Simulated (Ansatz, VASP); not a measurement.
KTaO3: VASP beside Ansatz

Contents of INCAR:

```
SYSTEM = KTaO3
PREC = Accurate
ENCUT = 520
EDIFF = 1E-6
ISMEAR = 0
SIGMA = 0.05
LREAL = .FALSE.
LASPH = .TRUE.
NELM = 80
ALGO = Normal
ISIF = 2
LWAVE = .FALSE.
LCHARG = .FALSE.
GGA = PE
NBANDS = 27
```

File KPOINTS:

```
Automatic mesh
0
G
  8 8 8
  0 0 0
```

POSCAR

```
KTaO3
1.0
    3.8368901657      0.0000000000      0.0000000000
    0.0000000000      4.1186297142      0.0000000000
    0.0000000000      0.0000000000      4.0248506931
K Ta O
1 1 3
Direct
    0.5000000000      0.5000000000      0.5000000000
    0.0000000000      0.0000000000      0.0000000000
    0.5000000000      0.0000000000      0.0000000000
    0.0000000000      0.5000000000      0.0000000000
    0.0000000000      0.0000000000      0.5000000000
```

Input for Ansatz:

```yaml
crystal:
  lattice:
    - [3.8368901657, 0.0, 0.0]
    - [0.0, 4.1186297142, 0.0]
    - [0.0, 0.0, 4.0248506931]
  atoms:
    - { symbol: K, position: [0.5, 0.5, 0.5] }
    - { symbol: Ta, position: [0.0, 0.0, 0.0] }
    - { symbol: O, position: [0.5, 0.0, 0.0] }
    - { symbol: O, position: [0.0, 0.5, 0.0] }
    - { symbol: O, position: [0.0, 0.0, 0.5] }
basis:
  ecutwfc: 520.0
kpoints:
  mp_grid: { grid: [8, 8, 8] }
hamiltonian:
  xc: pbe
scf:
  occupations: { method: gaussian, width: 0.05 }
output:
  forces: true
  stress: true
  eigenvalues: true
```

Change from the starting cell: normal strain along x -0.0467, normal strain along y +0.0233.

Alike in both runs: task single point; functional PBE; k mesh 8 × 8 × 8; occupations gaussian, width 0.05 eV; no spin polarisation.

|  | VASP | Ansatz |
| --- | --- | --- |
| version | VASP 6.6.1 | Ansatz 0.2.0 |
| potentials or method | VASP PAW PBE potentials, release 64 (K_sv, Ta_pv, O), cutoff 520 eV | scalar-relativistic, plane waves, PAW |
| valence electrons in the cell | 38 | 40 |

```tsv
	VASP	Ansatz	Ansatz less VASP
gap on the k mesh at the Fermi level (eV)	2.05	2.10	+0.045
least direct gap on the mesh (eV)	2.64	2.68	+0.040
pressure (GPa)	7.1	6.4	-0.71
traceless stress, the component that is largest in VASP (GPa)	16.40	16.11	-0.288
```

VASP's potentials hold 38 valence electrons a cell and Ansatz's 40, so a difference there can come from the potentials and not from the codes.

Spin-orbit coupling is off throughout.
